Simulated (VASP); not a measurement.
A run of VASP 6.6.1:

The input INCAR:

```
  PREC = Accurate
  ENCUT = 520
  EDIFF = 1E-6
  ISMEAR = 0
  SIGMA = 0.1
  LREAL = F
  LASPH = T
  NELM = 80
  ALGO = Normal
  ISIF = 2
  LWAVE = F
  LCHARG = F
  NBANDS = 11
```

Contents of KPOINTS:

```
Automatic mesh
0
Gamma
  8 8 8
```

The input POSCAR:

```
MgO
1.0
    0.0000000000      2.0816499855      2.0816499855
    2.0816499855      0.0000000000      2.0816499855
    2.0816499855      2.0816499855      0.0000000000
Mg O
1 1
Direct
    0.0000000000      0.0000000000      0.0000000000
    0.5000000000      0.5000000000      0.5000000000
```

Potentials or basis: VASP PAW LDA potentials, release 64 (Mg, O).

Launch:

```sh
$ cat potpaw_LDA.64/Mg/POTCAR potpaw_LDA.64/O/POTCAR > POTCAR
$ mpirun -np 1 vasp_std > vasp.out
```

Hardware: 1 thread of Intel Xeon 8259CL, with other jobs on the host.

**Question.** Estimate the wall time of this run.

**Answer.** Wall time 10 s on 1 thread of Intel Xeon 8259CL, on a shared host, peak memory 0.13 GiB. Counts: scf iterations 11, k points 29.
